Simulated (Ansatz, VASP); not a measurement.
**MgO in VASP and in Ansatz**

INCAR

```
PREC = Accurate
ENCUT = 520
EDIFF = 1E-6
ISMEAR = 0
SIGMA = 0.05
LREAL = False
LASPH = True
NELM = 100
ALGO = Normal
ISIF = 2
LWAVE = False
LCHARG = True
GGA = CA
LELF = True
LVHAR = True
NBANDS = 26
```

Contents of KPOINTS:

```
Automatic mesh
0
Gamma
  6 6 6
```

The input POSCAR:

```
MgO
1.0
    4.1607146133      0.0000000000      0.0000000000
    0.0000000000     -4.1607146133      0.0000000000
    0.0000000000      0.0000000000     -4.1607146133
Mg O
4 4
Direct
   -0.0176746333      1.0176746333      1.0249957062
    0.5000000000      0.5000000000      1.0000000000
    0.5000000000      1.0000000000      0.5000000000
    0.0000000000      0.5000000000      0.5000000000
    0.5000000000      0.0000000000      0.0000000000
    0.0000000000      0.5000000000      0.0000000000
    0.0000000000      0.0000000000      0.5000000000
    0.5000000000      0.5000000000      0.5000000000
```

Input for Ansatz:

```yaml
crystal:
  lattice:
    - [4.1607146133, 0.0, 0.0]
    - [0.0, -4.1607146133, 0.0]
    - [0.0, 0.0, -4.1607146133]
  atoms:
    - { symbol: Mg, position: [-0.0176746333, 1.0176746333, 1.0249957062] }
    - { symbol: Mg, position: [0.5, 0.5, 1.0] }
    - { symbol: Mg, position: [0.5, 1.0, 0.5] }
    - { symbol: Mg, position: [0.0, 0.5, 0.5] }
    - { symbol: O, position: [0.5, 0.0, 0.0] }
    - { symbol: O, position: [0.0, 0.5, 0.0] }
    - { symbol: O, position: [0.0, 0.0, 0.5] }
    - { symbol: O, position: [0.5, 0.5, 0.5] }
basis:
  ecutwfc: 420
kpoints:
  mp_grid: { grid: [6, 6, 6] }
hamiltonian:
  xc: lda
  pseudopotentials: { kind: paw, azcp: { folder: soft_1 } }
scf:
  occupations: { method: gaussian, width: 0.05 }
output:
  forces: true
  stress: true
  eigenvalues: true
```

Alike in both runs: task single point; functional LDA; k mesh 6 × 6 × 6; occupations gaussian, width 0.05 eV; no spin polarisation.

|  | VASP | Ansatz |
| --- | --- | --- |
| version | VASP 6.6.1 | Ansatz 0.2.0 |
| potentials or method | VASP PAW LDA potentials, release 64 (Mg, O), cutoff 520 eV | scalar-relativistic, plane waves, PAW |
| valence electrons in the cell | 32 | 64 |

Ansatz gave:

| Quantity | Value |
| --- | --- |
| gap on the k mesh at the Fermi level (eV) | 5.02 |
| least direct gap on the mesh (eV) | 5.02 |
| pressure (GPa) | 0.7 |
| traceless stress, the component that is largest in VASP (GPa) | 0.34 |
| rms of the force components (eV/Å) | 0.358 |

Question: Which values does VASP return?

Answer: gap on the k mesh at the Fermi level (eV): 5.02; least direct gap on the mesh (eV): 5.02; pressure (GPa): -1.1; traceless stress, the component that is largest in VASP (GPa): 0.35; rms of the force components (eV/Å): 0.366.

Ansatz warns that its potentials were made for another functional, while VASP's fit it. LDA's correlation is that of Perdew and Zunger in VASP and of Perdew and Wang (1992) in Ansatz. Atom by atom the forces differ by 0.009 eV/Å (rms over components). VASP's potentials hold 32 valence electrons a cell and Ansatz's 64, so a difference there can come from the potentials and not from the codes.
